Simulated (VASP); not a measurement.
# Mg3H10O3 in VASP: further runs

Runs on Mg3H10O3. Level: PBE. Tasks: single point.

All numbers are computed with VASP 6.6.1; they aren't measurements. Logs are shortened: lines on timing, memory, paths and dates and some standing lists are left out, and cuts for length are marked.

## (1) The cell of the first run

The cell holds a wire or tube with vacuum around it, 16 atoms: a = 13.500 Å, b = 14.700 Å, c = 5.118 Å, α = 90.00°, β = 90.00°, γ = 90.00°.

## (2) Single point, PBE

File INCAR:

```
PREC = Accurate
ENCUT = 520
EDIFF = 1E-6
ISMEAR = 0
SIGMA = 0.05
LREAL = Auto
LASPH = True
NELM = 80
ALGO = Normal
ISIF = 2
LWAVE = False
LCHARG = False
GGA = PE
NBANDS = 31
```

File KPOINTS:

```
regular mesh
0
Gamma
  1 1 7
```

File POSCAR:

```
Mg3H10O3
1.0
   13.5000000000      0.0000000000      0.0000000000
    0.0000000000     14.7000000000      0.0000000000
    0.0000000000      0.0000000000      5.1181270582
Mg O H
3 3 10
Direct
    0.5613904954      0.4955574009      0.0061832458
    0.4386095046      0.4304565088      0.5061832458
    0.5613904954      0.6257591850      0.5061832458
    0.5613904954      0.4955574009      0.3984167542
    0.4386095046      0.4304565088      0.8984167542
    0.5613904954      0.6257591850      0.8984167542
    0.6674139054      0.4393417071      0.9131251033
    0.4386095046      0.3180251212      0.4131251033
    0.3325860946      0.4866722026      0.4131251033
    0.4553670853      0.6819748788      0.4131251033
    0.6674139054      0.6819748788      0.4131251033
    0.6211827673      0.4638543642      0.4508972183
    0.4386095046      0.3670504356      0.9508972183
    0.3788172327      0.4621595454      0.9508972183
    0.5015982234      0.6574622216      0.9508972183
    0.6211827673      0.6574622216      0.9508972183
```

Potentials or basis: VASP PAW PBE potentials, release 64 (Mg, O, H).

On the command line:

```
$ cat potpaw_PBE.64/Mg/POTCAR potpaw_PBE.64/O/POTCAR potpaw_PBE.64/H/POTCAR > POTCAR
$ mpirun -np 1 vasp_std > vasp.out
```

OUTCAR:

```text
PREC = Accurate
   ENCUT = 520
   EDIFF = 1E-6
   ISMEAR = 0
   LREAL = Auto
   LASPH = True
   NELM = 80
   ISIF = 2
   GGA = PE

 ion  position               nearest neighbor table
   1  0.561  0.496  0.006-   7 1.72   6 1.99   5 1.99   4 2.01   3 3.20   3 3.20   2 3.20   2 3.20

   2  0.439  0.430  0.506-   9 1.72   8 1.72   4 1.99   5 2.01   1 3.20   1 3.20   3 3.32
   3  0.561  0.626  0.506-  11 1.72  10 1.72   4 1.99   6 2.01   1 3.20   1 3.20   2 3.32
   4  0.561  0.496  0.398-  12 0.97   3 1.99   2 1.99   1 2.01
   5  0.439  0.430  0.898-  14 0.97  13 0.97   1 1.99   2 2.01
   6  0.561  0.626  0.898-  16 0.97  15 0.97   1 1.99   3 2.01
   7  0.667  0.439  0.913-   1 1.72
   8  0.439  0.318  0.413-   2 1.72
   9  0.333  0.487  0.413-   2 1.72
  10  0.455  0.682  0.413-   3 1.72
  11  0.667  0.682  0.413-   3 1.72
  12  0.621  0.464  0.451-   4 0.97
  13  0.439  0.367  0.951-   5 0.97
  14  0.379  0.462  0.951-   5 0.97
  15  0.502  0.657  0.951-   6 0.97
  16  0.621  0.657  0.951-   6 0.97

  LATTYP: Found a simple orthorhombic cell.
 ALAT       =     5.1181270582
 B/A-ratio  =     2.6376836383
 C/A-ratio  =     2.8721444061

  Lattice vectors:

 A1 = (   0.0000000000,   0.0000000000,   5.1181270582)
 A2 = (  13.5000000000,   0.0000000000,   0.0000000000)
 A3 = (   0.0000000000,  14.7000000000,   0.0000000000)

Analysis of symmetry for initial positions (statically):
=====================================================================
 Subroutine PRICEL returns:
 Original cell was already a primitive cell.

 Routine SETGRP: Setting up the symmetry group for a
 simple orthorhombic supercell.

 Subroutine GETGRP returns: Found  1 space group operations
 (whereof  1 operations were pure point group operations)
 out of a pool of  8 trial point group operations.

The static configuration has the point symmetry C_1 .

Analysis of symmetry for dynamics (positions and initial velocities):
=====================================================================
 Subroutine PRICEL returns:
 Original cell was already a primitive cell.

 Routine SETGRP: Setting up the symmetry group for a
 simple orthorhombic supercell.

 Subroutine GETGRP returns: Found  1 space group operations
 (whereof  1 operations were pure point group operations)
 out of a pool of  8 trial point group operations.

The dynamic configuration has the point symmetry C_1 .

[... 107 lines left out ...]
   EDIFFG = 0.1E-04   stopping-criterion for IOM
   NSW    =      0    number of steps for IOM
   IBRION =     -1    ionic relax: 0-MD 1-quasi-New 2-CG
   NFREE  =      0    steps in history (QN), initial steepest desc. (CG)
   ISIF   =      2    stress and relaxation
   ISYM   =      2    0-nonsym 1-usesym 2-fastsym
   POTIM  = 0.5000    time-step for ionic-motion
   TEBEG  =    0.0;   TEEND  =   0.0 temperature during run
   PSTRESS=    0.0 pullay stress
   NELECT =      34.0000    total number of electrons
   NUPDOWN=      -1.0000    fix difference up-down
   EMIN   =  10.00;   EMAX   =-10.00  energy-range for DOS
   EFERMI =   0.00;   METHOD = LEGACY
   ISMEAR =     0;   SIGMA  =   0.05  broadening in eV -4-tet -1-fermi 0-gaus
   EFERMI_NEDOS =   21; number of points for ismear=-14 and -15
   IALGO  =     38    algorithm
   IMIX   =      4    mixing-type and parameters
     AMIX     =   0.40;   BMIX     =  1.00
     AMIX_MAG =   1.60;   BMIX_MAG =  1.00
  volume/ion in A,a.u.               =      63.48       428.39
  Fermi-wavevector in a.u.,A,eV,Ry     =   0.527611  0.997040  3.787498  0.278373
  Thomas-Fermi vector in A             =   1.548855
   LORBIT       =      0    0 simple, 1 ext, 2 COOP (PROOUT), +10 PAW based schemes
   GGA     = PE    functional components
   LHFCALC =     F    Hartree Fock is set to
   AEXX    =    0.0000 exact exchange contribution
   IVDW    =     0    specifies the selected vdW correction
   LEPSILON=     F    determine dielectric tensor
   LRPA    =     F    only Hartree local field effects (RPA)
 non-spin polarized calculation
 Gauss-broadening in eV      SIGMA  =   0.05
  energy-cutoff  :      520.00
  volume of cell :     1015.69
 maximum number of plane-waves:     27351
   NGX = 51   NGY = 55   NGZ = 19

 number of electron      34.0000012 magnetization

 Free energy of the ion-electron system (eV)
  ---------------------------------------------------
  ext. energy  EPLUGINS =         0.00000000
  ---------------------------------------------------
  free energy    TOTEN  =       -59.59725173 eV

  energy without entropy =      -59.59725173  energy(sigma->0) =      -59.59725173

 E-fermi :  -4.5961     XC(G=0):  -2.0187

 val. band max:       -4.8932492993   @ k =   0.0000   0.0000   0.0000
 cond. band min:      -2.6012450303   @ k =   0.0000   0.0000   0.4286
 fundamental gap:      2.2920042690
 Fermi energy:        -4.5960984057

 k-point     1 :       0.0000    0.0000    0.0000
  band No.  band energies     occupation
      1     -29.1309      2.00000
      2     -29.0867      2.00000
      3     -25.7387      2.00000
      4     -17.0557      2.00000
      5     -16.9562      2.00000
      6     -14.0553      2.00000
[... 117 lines left out ...]
     28       1.8264      0.00000
     29       1.9548      0.00000
 [bands above 29 left out]

------------------------ aborting loop because EDIFF is reached ----------------------------------------

  FORCE on cell =-STRESS in cart. coord.  units (eV):
  Direction    XX          YY          ZZ          XY          YZ          ZX
  --------------------------------------------------------------------------------------
  -------------------------------------------------------------------------------------
  Total        5.9679816      6.6743399      5.5253815      0.6147548     -0.0185224      0.0315623
  in kB        9.4140369     10.5282632      8.7158688      0.9697290     -0.0292177      0.0497871
  external PRESSURE =       9.5527230 kB  Pullay stress =       0.0000000 kB

 VOLUME and BASIS-vectors are now :
 -----------------------------------------------------------------------------
  energy-cutoff  :      520.00
  volume of cell :     1015.69
      direct lattice vectors                 reciprocal lattice vectors
    13.500000000  0.000000000  0.000000000     0.074074074  0.000000000  0.000000000
     0.000000000 14.700000000  0.000000000     0.000000000  0.068027211  0.000000000
     0.000000000  0.000000000  5.118127058     0.000000000  0.000000000  0.195383973

 POSITION                                       TOTAL-FORCE (eV/Angst)
 -----------------------------------------------------------------------------------
      7.57877      7.28469      0.03165         1.415819     -0.813597      0.907778
      5.92123      6.32771      2.59071        -0.669445     -0.729730     -1.170599
      7.57877      9.19866      2.59071         0.298734      0.947298     -1.172123
      7.57877      7.28469      2.03915        -0.356528      0.205905      0.107010
      5.92123      6.32771      4.59821         0.449242      0.759943     -0.289782
      7.57877      9.19866      4.59821        -0.431644     -0.771503     -0.288826
[... 8 lines left out ...]
      6.77158      9.66469      4.86681        -0.446221      1.034847      0.752701
      8.38597      9.66469      4.86681         0.613733      0.787981      0.792709
 -----------------------------------------------------------------------------------
    total drift:                                0.002153      0.002363      0.000598

  FREE ENERGIE OF THE ION-ELECTRON SYSTEM (eV)
  ---------------------------------------------------
  free  energy   TOTEN  =       -59.5972517292 eV

  energy  without entropy=      -59.5972517292  energy(sigma->0) =      -59.59725173
```

Run time: 8 min. Hardware: 1 thread of Intel Xeon 8259CL, shared host; peak memory 0.84 GiB.

Results:

```yaml
Free_energy: -59.5973 eV
Largest_force: 1.868 eV/Å
Band_gap_on_the_k_mesh: 2.29 eV
```

Forces in eV/Å, atoms in the order of the input:
```
Mg   1.416 -0.814  0.908
Mg  -0.669 -0.730 -1.171
Mg   0.299  0.947 -1.172
O   -0.357  0.206  0.107
O    0.449  0.760 -0.290
O   -0.432 -0.772 -0.289
H   -0.070  0.038 -0.371
H    0.316 -0.387 -0.244
H   -0.128  0.496 -0.242
H   -0.495 -0.140 -0.242
H    0.491 -0.082 -0.245
H    0.506 -0.292  0.160
H   -0.375 -0.924  0.792
H   -1.119 -0.130  0.753
H   -0.446  1.035  0.753
H    0.614  0.788  0.793
```

## (3) Single point, PBE

This run uses another cell than the first one.

File INCAR:

```
SYSTEM = Mg3H10O3
PREC     = Accurate       ! precision mode
ENCUT    = 520            ! plane-wave cutoff, eV
EDIFF    = 1E-7           ! SCF threshold, eV
ISMEAR   = 0              ! smearing method
SIGMA    = 0.05           ! smearing width, eV
LREAL    = Auto         
LASPH    = .TRUE.         ! aspherical terms in the spheres
NELM     = 100            ! most SCF steps
ALGO     = Normal         ! electronic algorithm
ISIF     = 2              ! what is computed and relaxed
LWAVE    = .FALSE.        ! write WAVECAR
LCHARG   = .FALSE.        ! write CHGCAR
GGA      = PE             ! functional
NBANDS   = 31             ! bands
```

File KPOINTS:

```
regular mesh
0
G
  1 1 7
  0 0 0
```

File POSCAR:

```
Mg3H10O3
1.0
   13.5000000000      0.0000000000      0.0000000000
    0.0000000000     14.7000000000      0.0000000000
    0.0000000000      0.0000000000      5.1351898313
Mg O H
3 3 10
Direct
    0.5996486884      0.4758021553     -0.0697863600
    0.4713563427      0.4006626422      0.4473397924
    0.6067606254      0.6148652535      0.4480513088
    0.5860710880      0.4827049831      0.3266156160
    0.4769101117      0.4159742366      0.8150753951
    0.5934750471      0.6035104130      0.8158387514
    0.6866351435      0.4306394209      0.6833207051
    0.4080915170      0.3343339601      0.2213848301
    0.3201710115      0.5165747732      0.5126769788
    0.4235106626      0.6734503069      0.5051626775
    0.6407193474      0.6974919638      0.2224605348
    0.6372519117      0.4558146708      0.4615073582
    0.4407831802      0.3794919516      0.9459669702
    0.3080242968      0.4965456053      1.3811559702
    0.4346495469      0.6915786800      1.3708039551
    0.6115034603      0.6500827500      0.9463371242
```

Potentials or basis: VASP PAW PBE potentials, release 64 (Mg, O, H).

On the command line:

```
$ cat potpaw_PBE.64/Mg/POTCAR potpaw_PBE.64/O/POTCAR potpaw_PBE.64/H/POTCAR > POTCAR
$ mpirun -np 1 vasp_std > vasp.out
```

Wall time 11 min (1 thread of Intel Xeon 8259CL, shared host); peak memory 0.87 GiB.

The run converged. Its results:

* Free energy: -64.3609 eV
* Largest force: 0.087 eV/Å
* Band gap on the k mesh: 4.66 eV

Forces in eV/Å, atoms in the order of the input:
```
Mg  -0.022  0.012 -0.010
Mg   0.006  0.016  0.006
Mg  -0.010 -0.011  0.004
O   -0.042  0.021 -0.053
O    0.053  0.036 -0.055
O   -0.005 -0.061 -0.054
H   -0.004  0.002 -0.003
H    0.000  0.001 -0.004
H   -0.005 -0.015 -0.028
H    0.007  0.007 -0.021
H    0.000 -0.001 -0.005
H    0.050 -0.029  0.055
H   -0.044 -0.041  0.060
H    0.006  0.012  0.027
H   -0.004 -0.009  0.021
H    0.015  0.060  0.061
```

Levels at points of the mesh, in eV from the valence-band top:
| k point | band 15 | band 16 | band 17 | band 18 | band 19 | band 20 |
| --- | --- | --- | --- | --- | --- | --- |
| (0.00, 0.00, 0.00) | -0.70 | -0.36 | -0.01 | 5.07 | 5.29 | 5.35 |
